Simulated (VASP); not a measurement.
Input of a VASP 6.6.1 run:

Contents of INCAR:

```
PREC     = Accurate       # precision mode
ENCUT    = 520            # plane-wave cutoff, eV
EDIFF    = 1E-6           # SCF threshold, eV
ISMEAR   = 0              # smearing method
SIGMA    = 0.1            # smearing width, eV
LREAL    = False          # projectors in reciprocal space
LASPH    = True           # aspherical terms in the spheres
NELM     = 80             # most SCF steps
ALGO     = Fast           # electronic algorithm
ISIF     = 2              # what is computed and relaxed
LWAVE    = False          # write WAVECAR
LCHARG   = False          # write CHGCAR
GGA      = PE             # functional
ISYM     = 0            
NBANDS   = 19             # bands
```

Contents of KPOINTS:

```
Automatic mesh
0
Gamma
  9 9 23
```

Contents of POSCAR:

```
Cr
1.0
    3.8679403904      0.0000000000      0.0000000000
    0.0000000000      3.8679403904      0.0000000000
    0.0000000000      1.9339701952      1.4946627607
Cr
2
Direct
    0.5000000000      0.5000000000      0.0000000000
    0.0000000000      0.0000000000      0.0000000000
```

Potentials or basis: VASP PAW PBE potentials, release 64 (Cr_pv).

Launch:

```console
$ cat potpaw_PBE.64/Cr_pv/POTCAR > POTCAR
$ mpirun -np 1 vasp_std > vasp.out
```

(1) Predict the pressure.

(2) Estimate the band gap on the k mesh.

Results:

(1) 9.6 GPa.

(2) zero (band 12 reaches 13.17 eV, above the bottom of band 13 at 10.72 eV).

Caveat: the run has no spin polarisation, though such a crystal can be magnetic.
